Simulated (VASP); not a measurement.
Crystal: Tl3H2.

```
Tl H
1.0
     1.84482    1.06511    8.55168
    -1.84482    1.06511    8.55168
     0.00000   -2.13022    8.55168
Tl H
3 2
Cartesian
  0.0000 0.0000 0.0000
  0.0000 0.0000 5.3747
  0.0000 0.0000 20.2803
  0.0000 0.0000 10.2620
  0.0000 0.0000 15.3930
```

```yaml
Program: VASP 6.6.1
Task: relaxation of cell and atoms
Functional: PBE
Potentials_or_basis: VASP PAW PBE potentials, release 64 (Tl_d, H)
Cutoff: 600 eV
k_mesh: 6 × 6 × 6
Occupations: gaussian, width 0.1 eV
Spin: no spin polarisation
```

At the start: pressure 2.9 GPa; volume 20.16 Å³/atom.

Task: Where does the relaxation end?

Result: Over 11 steps the energy falls by 83.9 meV/atom and the volume is 22.03 Å³/atom (+9.2 %); space group R-3m (No. 166, to 0.1 Å) before and after.

The path:
```tsv
step	energy change (eV)	largest force (eV/Å)	pressure (GPa)	volume (Å³)
1	0.0000	1.4302	2.87	100.82
2	-0.2108	0.8201	0.43	106.19
3	-0.2927	0.4164	-1.27	112.97
4	-0.2946	0.3884	-1.37	113.83
5	-0.3456	0.3022	-0.89	110.74
6	-0.3906	0.1263	0.37	105.28
7	-0.3911	0.0968	0.60	104.50
8	-0.4008	0.0586	0.45	105.56
9	-0.4164	0.0308	0.12	108.73
10	-0.4170	0.0569	0.03	109.68
11	-0.4197	0.0302	-0.06	110.13
```

Final structure:
```cif
data_structure
_symmetry_space_group_name_H-M 'P 1'
_symmetry_Int_Tables_number 1
_cell_length_a 9.6881
_cell_length_b 9.6881
_cell_length_c 9.6881
_cell_angle_alpha 21.823
_cell_angle_beta 21.823
_cell_angle_gamma 21.823
_cell_volume 110.13
loop_
_atom_site_label
_atom_site_type_symbol
_atom_site_fract_x
_atom_site_fract_y
_atom_site_fract_z
_atom_site_occupancy
Tl1 Tl 0.00000 0.00000 0.00000 1
Tl2 Tl 0.22353 0.22353 0.22353 1
Tl3 Tl 0.77647 0.77647 0.77647 1
H1 H 0.40229 0.40229 0.40229 1
H2 H 0.59771 0.59771 0.59771 1
```
